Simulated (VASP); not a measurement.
BAs:

```
B As
1.0
     0.00000    2.39187    2.43970
     2.39187    0.00000    2.43970
     2.39187    2.39187    0.00000
B As
1 1
Direct
  0.00000 0.00000 0.00000
  0.25000 0.25000 0.25000
```

This cell differs from its parent crystal: uniaxial z strain +2.0%.

Base run:

* Program: VASP 6.6.1
* Functional: PBE
* Potentials or basis: VASP PAW PBE potentials, release 64 (B, As)
* Cutoff: 520 eV
* k mesh: 10 × 10 × 10
* Occupations: fermi-dirac, width 0.02 eV
* Spin: no spin polarisation

Its results: band gap on the k mesh 1.05 eV, indirect (least direct gap 3.14 eV); pressure 0.1 GPa.

Problem. The run is repeated on the same cell with these changes: k mesh from 10 × 10 × 10 to 6 × 6 × 6; occupations from fermi-dirac, width 0.02 eV to gaussian, width 0.01 eV. What comes out?

Solution. Band gap on the k mesh 1.15 eV, indirect (least direct gap 3.14 eV); pressure 0.1 GPa.

A k mesh can miss the band edges.
